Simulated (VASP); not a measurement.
A run of VASP 6.6.1:

File INCAR:

```
ALGO = Normal ; EDIFF = 1E-6
ENCUT = 520 ; GGA = PE
ISIF = 2 ; ISMEAR = 0
IVDW = 12 ; LASPH = True
LCHARG = False ; LREAL = False
LWAVE = False ; NBANDS = 8
NELM = 100 ; PREC = Accurate
SIGMA = 0.15
```

KPOINTS

```
k-points
0
Gamma
  26 26 26
```

Contents of POSCAR:

```
N
1.0
    0.0000000000      1.4761181795      1.4761181795
    1.4761181795      0.0000000000      1.4761181795
    1.4761181795      1.4761181795      0.0000000000
N
1
Direct
    0.0000000000      0.0000000000      0.0000000000
```

Potentials or basis: VASP PAW PBE potentials, release 64 (N).

The run is started by

```sh
$ cat potpaw_PBE.64/N/POTCAR > POTCAR
$ mpirun -np 1 vasp_std > vasp.out
```

Hardware: 1 thread of AMD EPYC 7R13 Processor (Zen 3) (shared host).

Question: How long does it take, and how much memory?

Answer: Wall time 15 s on 1 thread of AMD EPYC 7R13 Processor (Zen 3), with other jobs on the host, peak memory 0.11 GiB. Counts: scf iterations 9, k points 511.
